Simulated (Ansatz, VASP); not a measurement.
# Ti in VASP and in Ansatz

```xyz
1
Lattice="-1.6323 1.6323 1.6323 1.6323 -1.6323 1.6323 1.6323 1.6323 -1.6323" Properties=species:S:1:pos:R:3 pbc="T T T"
Ti    0.0000    0.0000    0.0000
```

Alike in both runs: task single point; functional PBEsol; k mesh 18 × 18 × 18; occupations gaussian, width 0.1 eV; no spin polarisation.

```csv
,VASP,Ansatz
version,VASP 6.6.1,Ansatz 0.2.0
potentials or method,"VASP PAW PBE potentials, release 64 (Ti_sv), cutoff 500 eV","scalar-relativistic, plane waves, PAW"
valence electrons in the cell,12,12
```

Ansatz gave:

| Quantity | Value |
| --- | --- |
| gap on the k mesh at the Fermi level (eV) | none |
| pressure (GPa) | -5.3 |

Task: Estimate VASP's values.

Result: gap on the k mesh at the Fermi level (eV): none; pressure (GPa): -5.5.

VASP's potentials were made for PBE, not for PBEsol. A gap of «none» marks a metal or a gap that the smearing closes. The functional is the same, so the differences come from potentials, cutoffs and numerics.
